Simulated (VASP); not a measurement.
Ta3Br:

```
Ta Br
1.0
     4.25380    0.00000    0.00000
     0.00000    4.25380    0.00000
     0.00000    0.00000    4.21008
Ta Br
3 1
Direct
  0.00000 0.50000 0.50000
  0.50000 0.00000 0.50000
  0.50000 0.50000 0.00000
  0.00000 0.00000 0.00000
```

| Property | Result |
| --- | --- |
| Program | VASP 6.6.1 |
| Task | relaxation of cell and atoms |
| Functional | PBE |
| Potentials or basis | VASP PAW PBE potentials, release 64 (Ta_pv, Br) |
| Cutoff | 500 eV |
| k mesh | 12 × 12 × 12 |
| Occupations | gaussian, width 0.1 eV |
| Spin | no spin polarisation |

At the start: pressure -1.9 GPa; volume 19.05 Å³/atom.

**Question.** How do energy, volume and symmetry change on relaxing?

**Answer.** Over 26 steps the energy falls by 134.5 meV/atom and the volume is 18.59 Å³/atom (-2.4 %); space group Pm-3m (No. 221, to 0.1 Å) before, P4/mmm (No. 123, to 0.1 Å).

The path:
| step | energy change (eV) | largest force (eV/Å) | pressure (GPa) | volume (Å³) |
| --- | --- | --- | --- | --- |
| 1 | 0.0000 | 0.0000 | -1.95 | 76.18 |
| 2 | 0.0072 | 0.0000 | 3.03 | 73.66 |
| 3 | -0.0065 | 0.0000 | 0.01 | 75.14 |
| 4 | -0.0066 | 0.0000 | 0.00 | 75.14 |
| 5 | -0.0071 | 0.0000 | 0.01 | 75.14 |
| 6 | -0.0087 | 0.0000 | 0.02 | 75.13 |
| 7 | -0.0146 | 0.0000 | 0.06 | 75.10 |
| 8 | -0.0399 | 0.0000 | 0.21 | 74.99 |
| 9 | -0.1663 | 0.0000 | 0.61 | 74.60 |
| 10 | -0.4788 | 0.0000 | 2.85 | 73.03 |
| 11 | 1.0903 | 0.0000 | 28.84 | 66.49 |
| 12 | -0.5059 | 0.0000 | 3.91 | 72.53 |
| 13 | -0.5057 | 0.0000 | 4.65 | 72.18 |
| 14 | -0.5007 | 0.0000 | 5.06 | 71.93 |
| 15 | -0.4964 | 0.0000 | 5.24 | 71.80 |
| 16 | -0.5024 | 0.0000 | 4.81 | 71.99 |
| 17 | -0.5174 | 0.0000 | 3.56 | 72.56 |
| 18 | -0.5343 | 0.0000 | 1.16 | 73.72 |
| 19 | -0.5187 | 0.0000 | -3.20 | 76.06 |
| 20 | -0.5365 | 0.0000 | -0.04 | 74.33 |
| 21 | -0.5365 | 0.0000 | 0.06 | 74.28 |
| 22 | -0.5366 | 0.0000 | 0.06 | 74.28 |
| 23 | -0.5370 | 0.0000 | 0.06 | 74.29 |
| 24 | -0.5376 | 0.0000 | 0.06 | 74.31 |
| 25 | -0.5382 | 0.0000 | 0.04 | 74.34 |
| 26 | -0.5382 | 0.0000 | 0.04 | 74.35 |

Final structure:
```
CELL_PARAMETERS angstrom
4.74880 0.00000 0.00000
0.00000 4.74880 0.00000
0.00000 0.00000 3.29693
ATOMIC_POSITIONS crystal
Ta 0.00000 0.50000 0.50000
Ta 0.50000 0.00000 0.50000
Ta 0.50000 0.50000 0.00000
Br 0.00000 0.00000 0.00000
```

Caveat: a cell axis changed by over 15 % at a fixed basis, so the end point is rough.
